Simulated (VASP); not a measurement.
Write the native input for VASP 6.6.1 that does the following.

```yaml
Task: single point
Functional: LDA
Potentials_or_basis: VASP PAW LDA potentials, release 64 (Al, Cu)
Cutoff: 520 eV
k_mesh: 12 × 12 × 12
Occupations: gaussian, width 0.15 eV
Spin: no spin polarisation
Dipole_correction: no
Further_INCAR_settings: ALGO = Fast; EDIFF = 1e-07; NBANDS = 18
```

The structure of Al3Cu lies in POSCAR:

```
Al3Cu
1.0
    3.9780324510      0.0000000000      0.0000000000
    0.0000000000      3.9780324510      0.0000000000
    0.0000000000      0.0000000000      3.5233433418
Al Cu
3 1
Direct
    0.0000000000      0.5000000000      0.5000000000
    0.5000000000      0.0000000000      0.5000000000
    0.5000000000      0.5000000000      0.0000000000
    0.0000000000      0.0000000000      0.0000000000
```

This cell differs from its parent crystal: volume 13.939 Å^3 an atom, c/a of the conventional cell 0.8857.

One way to write it, as run:

INCAR

```
PREC     = Accurate       # precision mode
ENCUT    = 520            # plane-wave cutoff, eV
EDIFF    = 1E-7           # SCF threshold, eV
ISMEAR   = 0              # smearing method
SIGMA    = 0.15           # smearing width, eV
LREAL    = False          # projectors in reciprocal space
LASPH    = True           # aspherical terms in the spheres
NELM     = 80             # most SCF steps
ALGO     = Fast           # electronic algorithm
ISIF     = 2              # what is computed and relaxed
LWAVE    = False          # write WAVECAR
LCHARG   = False          # write CHGCAR
GGA      = CA             # functional
NBANDS   = 18             # bands
```

KPOINTS

```
regular mesh
0
Gamma
  12 12 12
```

Potentials or basis: VASP PAW LDA potentials, release 64 (Al, Cu).

Launch:

```console
$ cat potpaw_LDA.64/Al/POTCAR potpaw_LDA.64/Cu/POTCAR > POTCAR
$ mpirun -np 1 vasp_std > vasp.out
```

It gave:

The pressure is 3.7 GPa. The band gap on the k mesh is zero (band 10 reaches 11.37 eV, above the bottom of band 11 at 6.81 eV).

It took 3.4 min on 1 thread of Intel Xeon 6975P-C, on a shared host, peak memory 0.28 GiB.
